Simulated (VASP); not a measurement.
A run of VASP 6.6.1:

The input INCAR:

```
PREC     = Accurate       # precision mode
ENCUT    = 520            # plane-wave cutoff, eV
EDIFF    = 1E-7           # SCF threshold, eV
ISMEAR   = 0              # smearing method
SIGMA    = 0.1            # smearing width, eV
LREAL    = False          # projectors in reciprocal space
LASPH    = True           # aspherical terms in the spheres
NELM     = 100            # most SCF steps
ALGO     = Normal         # electronic algorithm
ISIF     = 2              # what is computed and relaxed
LWAVE    = False          # write WAVECAR
LCHARG   = True           # write CHGCAR
GGA      = PE             # functional
LELF     = True           # ELF
LVHAR    = True         
NBANDS   = 37             # bands
```

Contents of KPOINTS:

```
regular mesh
0
Gamma
  4 4 2
```

The input POSCAR:

```
WCl4F2
1.0
    6.5602017644     -0.0248771913     -0.0289932596
    3.2014163691      5.9995814718      0.0018846647
    3.2009896046      2.0468606760      5.8457318643
W Cl F
1 4 2
Direct
    0.0021115169      0.9968385172      0.9929793249
    0.3599236440      0.7753078191      0.8094790779
    0.8766878697      0.6719133533      0.2288814712
    0.1159069952      0.3306047486      0.7813105802
    0.8164221288      0.0850454900      0.7399944458
    0.7160052870      0.1757703847      0.1549118735
    0.1409425585      0.9325196871      0.2084432263
```

Potentials or basis: VASP PAW PBE potentials, release 64 (W_sv, Cl, F).

The run is started by

```console
$ cat potpaw_PBE.64/W_sv/POTCAR potpaw_PBE.64/Cl/POTCAR potpaw_PBE.64/F/POTCAR > POTCAR
$ mpirun -np 1 vasp_std > vasp.out
```

Hardware: 1 thread of Intel(R) Xeon(R) 6975P-C (Granite Rapids), on a shared host.

Q: How long does it take, and how much memory?

A: Run time: 2.1 min on 1 thread of Intel(R) Xeon(R) 6975P-C (Granite Rapids), with other jobs on the host, peak memory 0.45 GiB. Counts: scf iterations 18, k points 20.
